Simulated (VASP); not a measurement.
# Si7Ge (P1) in VASP: single point with PBEsol

Aim: the single point of Si7Ge with PBEsol.

All numbers are computed with VASP 6.6.1; they aren't measurements. Logs are shortened: lines on timing, memory, paths and dates and some standing lists are left out, and cuts for length are marked.

## (1) The cell of the first run

The typed cell holds 8 atoms: a = 5.477 Å, b = 5.461 Å, c = 5.480 Å, α = 93.14°, β = 99.43°, γ = 89.87°.

## (2) Single point, PBEsol (engineering shear strain xz -0.1650, engineering shear strain yz -0.0550)

The input, INCAR:

```
SYSTEM = Si7Ge
PREC = Accurate
ENCUT = 520
EDIFF = 1E-6
ISMEAR = 0
SIGMA = 0.03
LREAL = .False.
LASPH = .True.
NELM = 80
ALGO = Normal
ISIF = 2
LWAVE = .False.
LCHARG = .False.
GGA = PS
NBANDS = 31
```

The input, KPOINTS:

```
Automatic mesh
0
Gamma
  6 6 6
  0 0 0
```

The input, POSCAR:

```
Si7Ge
1.0
    5.4589494008      0.0000000000     -0.4503633256
    0.0000000000      5.4589494008     -0.1501211085
   -0.4503633256     -0.1501211085      5.4589494008
Si Ge
7 1
Direct
    0.2525986838      0.2525986838      0.2525986838
    0.0000000000      0.5000000000      0.5000000000
    0.5000000000      0.5000000000      0.0000000000
    0.5000000000      0.0000000000      0.5000000000
    0.7474013162      0.2525986838      0.7474013162
    0.7474013162      0.7474013162      0.2525986838
    0.2525986838      0.7474013162      0.7474013162
    0.0000000000      0.0000000000      0.0000000000
```

Potentials or basis: VASP PAW PBE potentials, release 64 (Si, Ge_d).

The run is started by

```console
> cat potpaw_PBE.64/Si/POTCAR potpaw_PBE.64/Ge_d/POTCAR > POTCAR
> mpirun -np 1 vasp_std > vasp.out
```

OUTCAR:

```text
SYSTEM = Si7Ge
   PREC = Accurate
   ENCUT = 520
   EDIFF = 1E-6
   ISMEAR = 0
   LREAL = .False.
   LASPH = .True.
   NELM = 80
   ISIF = 2
   GGA = PS

 ion  position               nearest neighbor table
   1  0.253  0.253  0.253-   8 2.21   4 2.27   2 2.45   3 2.53
   2  0.000  0.500  0.500-   7 2.18   6 2.27   1 2.45   5 2.53
   3  0.500  0.500  0.000-   6 2.18   7 2.27   5 2.45   1 2.53
   4  0.500  0.000  0.500-   5 2.19   1 2.27   6 2.44   7 2.53
   5  0.747  0.253  0.747-   4 2.19   8 2.30   3 2.45   2 2.53
   6  0.747  0.747  0.253-   3 2.18   2 2.27   4 2.44   8 2.56
   7  0.253  0.747  0.747-   2 2.18   3 2.27   8 2.48   4 2.53
   8  0.000  0.000  0.000-   1 2.21   5 2.30   7 2.48   6 2.56

  LATTYP: Found a triclinic cell.
 ALAT       =     5.4795521745
 B/A-ratio  =     0.9996246427
 C/A-ratio  =     0.9966166946
 COS(alpha) =     0.0022602139
 COS(beta)  =     0.0547724965
 COS(gamma) =     0.1638230454

  Lattice vectors:

 A1 = (  -0.4503633256,  -0.1501211085,   5.4589494008)
 A2 = (  -5.4589494008,   0.0000000000,   0.4503633256)
 A3 = (   0.0000000000,  -5.4589494008,   0.1501211085)

Analysis of symmetry for initial positions (statically):
=====================================================================
 Subroutine PRICEL returns:
 Original cell was already a primitive cell.

 Routine SETGRP: Setting up the symmetry group for a
 triclinic supercell.

 Subroutine GETGRP returns: Found  1 space group operations
 (whereof  1 operations were pure point group operations)
 out of a pool of  2 trial point group operations.

The static configuration has the point symmetry C_1 .

Analysis of symmetry for dynamics (positions and initial velocities):
=====================================================================
 Subroutine PRICEL returns:
 Original cell was already a primitive cell.

 Routine SETGRP: Setting up the symmetry group for a
 triclinic supercell.

 Subroutine GETGRP returns: Found  1 space group operations
 (whereof  1 operations were pure point group operations)
 out of a pool of  2 trial point group operations.

The dynamic configuration has the point symmetry C_1 .

 Subroutine INISYM returns: Found  1 space group operations
 (whereof  1 operations are pure point group operations),
 and found     1 'primitive' translations

----------------------------------------------------------------------------------------

                                     Primitive cell

  volume of cell :     161.4471

  direct lattice vectors                    reciprocal lattice vectors
     5.458949401  0.000000000 -0.450363326     0.184441738  0.000418769  0.015227960
     0.000000000  5.458949401 -0.150121108     0.000418769  0.183325021  0.005075987
    -0.450363326 -0.150121108  5.458949401     0.015227960  0.005075987  0.184581328

  length of vectors
     5.477495384  5.461013176  5.479552174     0.185069773  0.183395759  0.185277961

  position of ions in fractional coordinates (direct lattice)
     0.252598684  0.252598684  0.252598684
     0.000000000  0.500000000  0.500000000
     0.500000000  0.500000000  0.000000000
     0.500000000  0.000000000  0.500000000
     0.747401316  0.252598684  0.747401316
     0.747401316  0.747401316  0.252598684
     0.252598684  0.747401316  0.747401316
     0.000000000  0.000000000  0.000000000

  ion indices of the primitive-cell ions
   primitive index   ion index
                 1           1
                 2           2
                 3           3
                 4           4
                 5           5
                 6           6
                 7           7
                 8           8

----------------------------------------------------------------------------------------

 KPOINTS: Automatic mesh

Automatic generation of k-mesh.
 Grid dimensions read from file:
 generate k-points for:    6    6    6

 Generating k-lattice:

  Cartesian coordinates                     Fractional coordinates (reciprocal lattice)
     0.030740290  0.000069795  0.002537993     0.166666667 -0.000000000  0.000000000
     0.000069795  0.030554170  0.000845998    -0.000000000  0.166666667  0.000000000
     0.002537993  0.000845998  0.030763555     0.000000000  0.000000000  0.166666667

  Length of vectors
     0.030844962  0.030565960  0.030879660

  Shift w.r.t. Gamma in fractional coordinates (k-lattice)
     0.000000000  0.000000000  0.000000000

 Subroutine IBZKPT returns following result:
 ===========================================

 Found    112 irreducible k-points:

 Following reciprocal coordinates:
            Coordinates               Weight
  0.000000  0.000000  0.000000      1.000000
  0.166667 -0.000000  0.000000      2.000000
  0.333333 -0.000000  0.000000      2.000000
  0.500000  0.000000  0.000000      1.000000
  0.000000  0.166667 -0.000000      2.000000
  0.166667  0.166667  0.000000      2.000000
[... 16 lines left out ...]
  0.333333 -0.000000  0.166667      2.000000
  0.500000 -0.000000  0.166667      2.000000
 [... further k-points ...]
   k-points           NKPTS =    112   k-points in BZ     NKDIM =    112   number of bands    NBANDS=     31
   number of dos      NEDOS =    301   number of ions     NIONS =      8
   total plane-waves  NPLWV =  74088
   dimension x,y,z NGX =    42 NGY =   42 NGZ =   42
   dimension x,y,z NGXF=    84 NGYF=   84 NGZF=   84
   ions per type =               7   1
   NGX,Y,Z   is equivalent  to a cutoff of  12.75, 12.79, 12.74 a.u.
   NGXF,Y,Z  is equivalent  to a cutoff of  25.49, 25.57, 25.49 a.u.
 SYSTEM =  Si7Ge
   PREC   = accura    normal or accurate (medium, high low for compatibility)
   ISTART =      0    job   : 0-new  1-cont  2-samecut
   ICHARG =      2    charge: 1-file 2-atom 10-const
   ISPIN  =      1    spin polarized calculation?
   LNONCOLLINEAR =      F non collinear calculations
   LSORBIT =      F    spin-orbit coupling
   LASPH  =      T    aspherical Exc in radial PAW
   ENCUT  =  520.0 eV  38.22 Ry    6.18 a.u.  10.18 10.15 10.19*2*pi/ulx,y,z
   NELM   =     80;   NELMIN=  2; NELMDL= -5     # of ELM steps
   EDIFF  = 0.1E-05   stopping-criterion for ELM
   LREAL  =      F    real-space projection
   EDIFFG = 0.1E-04   stopping-criterion for IOM
   NSW    =      0    number of steps for IOM
   IBRION =     -1    ionic relax: 0-MD 1-quasi-New 2-CG
   NFREE  =      0    steps in history (QN), initial steepest desc. (CG)
   ISIF   =      2    stress and relaxation
   ISYM   =      2    0-nonsym 1-usesym 2-fastsym
   POTIM  = 0.5000    time-step for ionic-motion
   TEBEG  =    0.0;   TEEND  =   0.0 temperature during run
   PSTRESS=    0.0 pullay stress
   NELECT =      42.0000    total number of electrons
   NUPDOWN=      -1.0000    fix difference up-down
   EMIN   =  10.00;   EMAX   =-10.00  energy-range for DOS
   EFERMI =   0.00;   METHOD = LEGACY
   ISMEAR =     0;   SIGMA  =   0.03  broadening in eV -4-tet -1-fermi 0-gaus
   EFERMI_NEDOS =   21; number of points for ismear=-14 and -15
   IALGO  =     38    algorithm
   IMIX   =      4    mixing-type and parameters
     AMIX     =   0.40;   BMIX     =  1.00
     AMIX_MAG =   1.60;   BMIX_MAG =  1.00
  volume/ion in A,a.u.               =      20.18       136.19
  Fermi-wavevector in a.u.,A,eV,Ry     =   1.045076  1.974907 14.860059  1.092183
  Thomas-Fermi vector in A             =   2.179856
   LORBIT       =      0    0 simple, 1 ext, 2 COOP (PROOUT), +10 PAW based schemes
   GGA     = PS    functional components
   LHFCALC =     F    Hartree Fock is set to
   AEXX    =    0.0000 exact exchange contribution
   IVDW    =     0    specifies the selected vdW correction
   LEPSILON=     F    determine dielectric tensor
   LRPA    =     F    only Hartree local field effects (RPA)
 non-spin polarized calculation
 Gauss-broadening in eV      SIGMA  =   0.03
  energy-cutoff  :      520.00
  volume of cell :      161.45
 maximum number of plane-waves:      4367
 NGX is ok and might be reduce to    42
   NGX = 21   NGY = 21   NGZ = 21

 number of electron      42.0000012 magnetization

 Free energy of the ion-electron system (eV)
  ---------------------------------------------------
  ext. energy  EPLUGINS =         0.00000000
  ---------------------------------------------------
  free energy    TOTEN  =       -43.53866835 eV

  energy without entropy =      -43.53832605  energy(sigma->0) =      -43.53849720

 E-fermi :   5.7738     XC(G=0):  -9.6687

 val. band max:        5.7653900826   @ k =   0.0000   0.1667  -0.0000
 cond. band min:       5.7790082118   @ k =   0.1667  -0.0000   0.1667
 fundamental gap:      0.0136181292
 Fermi energy:         5.7738150367

 k-point     1 :       0.0000    0.0000    0.0000
  band No.  band energies     occupation
      1     -18.4377      2.00000
      2     -18.4216      2.00000
      3     -18.4157      2.00000
      4     -18.3923      2.00000
      5     -18.3915      2.00000
      6      -6.5086      2.00000
[... 23 lines left out ...]
     30       9.3102      0.00000
     31      10.5308      0.00000

 k-point     2 :       0.1667   -0.0000    0.0000
  band No.  band energies     occupation
      1     -18.4377      2.00000
      2     -18.4216      2.00000
      3     -18.4157      2.00000
      4     -18.3922      2.00000
      5     -18.3915      2.00000
      6      -6.3862      2.00000
[... 23 lines left out ...]
     30       9.4056      0.00000
     31      10.9283      0.00000

 k-point     3 :       0.3333   -0.0000    0.0000
  band No.  band energies     occupation
      1     -18.4377      2.00000
      2     -18.4217      2.00000
      3     -18.4157      2.00000
      4     -18.3922      2.00000
      5     -18.3915      2.00000
      6      -6.0230      2.00000
[... 703 lines left out ...]
     30      10.7884      0.00000
     31      11.4460      0.00000

 k-point    24 :       0.5000   -0.0000    0.1667
  band No.  band energies     occupation
      1     -18.4377      2.00000
      2     -18.4217      2.00000
      3     -18.4157      2.00000
      4     -18.3921      2.00000
      5     -18.3914      2.00000
      6      -5.4975      2.00000
[... 23 lines left out ...]
     30      10.1457      0.00000
     31      10.1979      0.00000

 [... further k-points ...]

------------------------ aborting loop because EDIFF is reached ----------------------------------------

  FORCE on cell =-STRESS in cart. coord.  units (eV):
  Direction    XX          YY          ZZ          XY          YZ          ZX
  --------------------------------------------------------------------------------------
  -------------------------------------------------------------------------------------
  Total        3.8127538      3.0251984      3.8941963      2.0273738      5.9338199     17.0531039
  in kB       37.8371981     30.0216164     38.6454215     20.1193546     58.8863411    169.2324529
  external PRESSURE =      35.5014120 kB  Pullay stress =       0.0000000 kB

 VOLUME and BASIS-vectors are now :
 -----------------------------------------------------------------------------
  energy-cutoff  :      520.00
  volume of cell :      161.45
      direct lattice vectors                 reciprocal lattice vectors
     5.458949401  0.000000000 -0.450363326     0.184441738  0.000418769  0.015227960
     0.000000000  5.458949401 -0.150121108     0.000418769  0.183325021  0.005075987
    -0.450363326 -0.150121108  5.458949401     0.015227960  0.005075987  0.184581328

 POSITION                                       TOTAL-FORCE (eV/Angst)
 -----------------------------------------------------------------------------------
      1.26516      1.34100      1.22724         0.653358      1.776590      0.481713
     -0.22518      2.65441      2.65441        -0.622262     -1.776031     -0.432683
      2.72947      2.72947     -0.30024        -0.623997     -1.777336     -0.474400
      2.50429     -0.07506      2.50429        -0.619937     -1.749770     -0.431714
      3.74342      1.26672      3.70550         0.589624      1.780834      0.412251
      3.96626      4.04211      0.93012         0.611496      1.787265      0.469351
      1.04232      3.96783      3.85406         0.648947      1.776816      0.424320
      0.00000      0.00000      0.00000        -0.637229     -1.818367     -0.448838
 -----------------------------------------------------------------------------------
    total drift:                               -0.000356     -0.001233     -0.000036

  FREE ENERGIE OF THE ION-ELECTRON SYSTEM (eV)
  ---------------------------------------------------
  free  energy   TOTEN  =       -43.5386683494 eV

  energy  without entropy=      -43.5383260516  energy(sigma->0) =      -43.53849720
```

Wall time 12 min (1 thread of Intel Xeon 8259CL, shared host); peak memory 0.58 GiB.

Results:

```
Free energy            : -43.5387 eV
Pressure               : 3.6 GPa
Largest force          : 1.978 eV/Å
Band gap on the k mesh : zero (bands 21 and 22 overlap by 0.14 eV)
```

Forces on the atoms (eV/Å):
```
Si   0.653  1.777  0.482
Si  -0.622 -1.776 -0.433
Si  -0.624 -1.777 -0.474
Si  -0.620 -1.750 -0.432
Si   0.590  1.781  0.412
Si   0.611  1.787  0.469
Si   0.649  1.777  0.424
Ge  -0.637 -1.818 -0.449
```

Stress tensor (GPa, compression positive):
```
 3.78  2.01 16.92
 2.01  3.00  5.89
16.92  5.89  3.86
```

Caveat: the cell differs from its parent crystal (engineering shear strain xz -0.1650, engineering shear strain yz -0.0550); the cell stands under pressure; semilocal functionals underestimate gaps, and a narrow one can read as zero; the PAW data sets were made with another functional, which shifts forces and pressure a little.
